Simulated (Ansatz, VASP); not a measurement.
MgO: VASP beside Ansatz

```
CELL_PARAMETERS angstrom
4.16071 0.00000 0.00000
0.00000 -4.16071 0.00000
0.00000 0.00000 -4.16071
ATOMIC_POSITIONS crystal
Mg 0.92930 0.07070 0.12498
Mg 0.50000 0.50000 0.00000
Mg 0.50000 0.00000 0.50000
Mg 0.00000 0.50000 0.50000
O 0.50000 0.00000 0.00000
O 0.00000 0.50000 0.00000
O 0.00000 0.00000 0.50000
O 0.50000 0.50000 0.50000
```

Alike in both runs: task single point; functional LDA; k mesh 6 × 6 × 6; occupations gaussian, width 0.05 eV; no spin polarisation.

```csv
,VASP,Ansatz
version,VASP 6.6.1,Ansatz 0.2.0
potentials or method,"VASP PAW LDA potentials, release 64 (Mg_sv, O), cutoff 840 eV","scalar-relativistic, plane waves, PAW"
valence electrons in the cell,64,64
```

Ansatz gave:

| Quantity | Value |
| --- | --- |
| gap on the k mesh at the Fermi level (eV) | 4.83 |
| least direct gap on the mesh (eV) | 4.83 |
| pressure (GPa) | 14.1 |
| traceless stress, the component that is largest in VASP (GPa) | 12.99 |
| rms of the force components (eV/Å) | 2.565 |

What did VASP give for the same quantities?

gap on the k mesh at the Fermi level (eV): 4.84; least direct gap on the mesh (eV): 4.84; pressure (GPa): 15.0; traceless stress, the component that is largest in VASP (GPa): 13.47; rms of the force components (eV/Å): 2.644.

Ansatz warns that its potentials were made for another functional, while VASP's fit it. LDA's correlation is that of Perdew and Zunger in VASP and of Perdew and Wang (1992) in Ansatz. Atom by atom the forces differ by 0.085 eV/Å (rms over components).
